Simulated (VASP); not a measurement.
Write the native input for VASP 6.6.1 that does the following.

```
Task                   : single point
Functional             : PBEsol
Potentials or basis    : VASP PAW PBE potentials, release 64 (Te, Mo_sv)
Cutoff                 : 520 eV
k mesh                 : 12 × 12 × 2
Occupations            : gaussian, width 0.02 eV
Spin                   : no spin polarisation
Dipole correction      : no
Further INCAR settings : ALGO = Normal; EDIFF = 1e-06; NBANDS = 20
```

The structure of Te2Mo lies in POSCAR:

```
Te2Mo
1.0
    3.4910750445      0.0000000000      0.0000000000
   -1.7455375222      3.0233596750      0.0000000000
    0.0000000000      0.0000000000     17.2635274934
Te Mo
2 1
Direct
    0.3333333333      0.6666666667      0.8955385598
    0.3333333333      0.6666666667      0.1044614402
    0.0000000000      0.0000000000      0.0000000000
```

This cell differs from its parent crystal: strain along c alone, the other axes held: -1.5 %, then relaxed in part.

The input as run:

INCAR

```
SYSTEM = Te2Mo
PREC     = Accurate       ! precision mode
ENCUT    = 520            ! plane-wave cutoff, eV
EDIFF    = 1E-6           ! SCF threshold, eV
ISMEAR   = 0              ! smearing method
SIGMA    = 0.02           ! smearing width, eV
LREAL    = .FALSE.        ! projectors in reciprocal space
LASPH    = .TRUE.         ! aspherical terms in the spheres
NELM     = 60             ! most SCF steps
ALGO     = Normal         ! electronic algorithm
ISIF     = 2              ! what is computed and relaxed
LWAVE    = .FALSE.        ! write WAVECAR
LCHARG   = .FALSE.        ! write CHGCAR
GGA      = PS             ! functional
NBANDS   = 20             ! bands
```

KPOINTS

```
regular mesh
0
G
  12 12 2
  0 0 0
```

Potentials or basis: VASP PAW PBE potentials, release 64 (Te, Mo_sv).

The run is started by

```sh
$ cat potpaw_PBE.64/Te/POTCAR potpaw_PBE.64/Mo_sv/POTCAR > POTCAR
$ mpirun -np 1 vasp_std > vasp.out
```

It gave:

| Property | Result |
| --- | --- |
| Largest force | 0.030 eV/Å |
| Band gap on the k mesh | 1.20 eV, direct |

Caveat: the cell differs from its parent crystal (strain along c alone, the other axes held: -1.5 %, then relaxed in part); the PAW data sets were made with another functional, which shifts forces and pressure a little; spin-orbit coupling is left out, which moves the levels of the heavy elements.

Wall time 4.1 min on 1 thread of Intel Xeon 6975P-C (shared host), peak memory 0.38 GiB.
